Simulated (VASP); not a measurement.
Input of a VASP 6.6.1 run:

The input INCAR:

```
SYSTEM = InPtCl3
PREC     = Accurate       ! precision mode
ENCUT    = 600            ! plane-wave cutoff, eV
EDIFF    = 1E-6           ! SCF threshold, eV
ISMEAR   = 0              ! smearing method
SIGMA    = 0.1            ! smearing width, eV
LREAL    = .False.        ! projectors in reciprocal space
LASPH    = .True.         ! aspherical terms in the spheres
NELM     = 100            ! most SCF steps
ALGO     = Normal         ! electronic algorithm
ISIF     = 3              ! what is computed and relaxed
LWAVE    = .False.        ! write WAVECAR
LCHARG   = .False.        ! write CHGCAR
GGA      = PE             ! functional
IBRION   = 2              ! ionic algorithm
NSW      = 100            ! ionic steps
EDIFFG   = -0.01          ! ionic threshold
```

KPOINTS

```
regular mesh
0
Gamma
  8 8 8
  0 0 0
```

The input POSCAR:

```
InPtCl3
1.0
    4.9842925009      0.0000000000      0.0000000000
    0.0000000000      4.9842925009      0.0000000000
    0.0000000000      0.0000000000      4.9842925009
In Pt Cl
1 1 3
Direct
    0.5000000000      0.5000000000      0.5000000000
    0.0000000000      0.0000000000      0.0000000000
    0.0000000000      0.0000000000      0.5000000000
    0.0000000000      0.5000000000      0.0000000000
    0.5000000000      0.0000000000      0.0000000000
```

Potentials or basis: VASP PAW PBE potentials, release 64 (In_d, Pt, Cl).

The run is started by

```sh
$ cat potpaw_PBE.64/In_d/POTCAR potpaw_PBE.64/Pt/POTCAR potpaw_PBE.64/Cl/POTCAR > POTCAR
$ mpirun -np 1 vasp_std > vasp.out
```

Problem. What does it give for the space group after relaxing (to 0.05 Å)?

Solution. Pm-3m (No. 221).

Problem. Predict the relaxed volume.

Solution. 24.54 Å³/atom.

Final structure:
```yaml
crystal:
  lattice:
    - [4.96938, 0.00000, 0.00000]
    - [0.00000, 4.96938, 0.00000]
    - [0.00000, 0.00000, 4.96938]
  atoms:
    - { symbol: In, position: [0.50000, 0.50000, 0.50000] }
    - { symbol: Pt, position: [0.00000, 0.00000, 0.00000] }
    - { symbol: Cl, position: [0.00000, 0.00000, 0.50000] }
    - { symbol: Cl, position: [0.00000, 0.50000, 0.00000] }
    - { symbol: Cl, position: [0.50000, 0.00000, 0.00000] }
```
